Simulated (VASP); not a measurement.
Runs of VASP 6.6.1 on Pt. The structure is that of space group Fd-3m (No. 227), or close to it. The cells are those of the table. 

```tsv
task	level	potentials or basis	cell	cutoff (eV)	second run	k mesh for the DOS	occupations for the DOS	gap on the mesh (eV)	pressure (GPa)
relaxation of cell and atoms	PBE	VASP PAW PBE potentials, release 64 (Pt)	relaxed from a = 3.811 Å, angles 60.0°, 2 atoms	500	-	-	-	none	0.0
single point	PBE	VASP PAW PBE potentials, release 64 (Pt)	a = 3.591 Å, angles 60.0°, 2 atoms	520	-	-	-	none	116.4
single point	PBE	VASP PAW PBE potentials, release 64 (Pt_sv_GW)	a = 3.284 Å, angles 60.0°, 2 atoms	500	valence_matched	-	-	none	(a)
single point	PBE+D3(BJ)	VASP PAW PBE potentials, release 64 (Pt)	a = 4.084 Å, angles 60.0°, 2 atoms	520	-	-	-	none	-4.0
single point	PBE	VASP PAW PBE potentials, release 64 (Pt)	a = 3.130 Å, angles 60.0°, 2 atoms	520	-	-	-	none	582.7
single point	PBE	VASP PAW PBE potentials, release 64 (Pt)	a = 3.444 Å, angles 60.0°, 2 atoms	520	-	-	-	none	(b)
single point	PBE	VASP PAW PBE potentials, release 64 (Pt)	a = 3.284 Å, angles 60.0°, 2 atoms	520	-	-	-	none	359.7
```

Alike in all rows: no spin polarisation; k mesh 14 × 14 × 14; smearing fermi-dirac 0.05 eV.

Problem. Fill in the values left out.

Solution. (a) 395.9; (b) 206.6.

Caveats: spin-orbit coupling is left out, which moves the levels of the heavy elements; three body term missing (some runs); pairwise dispersion overbinds metals, which lowers pressure and volume (some runs).

A k mesh can miss the band edges, and the runs leave out spin-orbit coupling on Pt.

A gap of «none» marks levels without a gap at the run's occupations.

The runs don't all hold the same shells in valence.
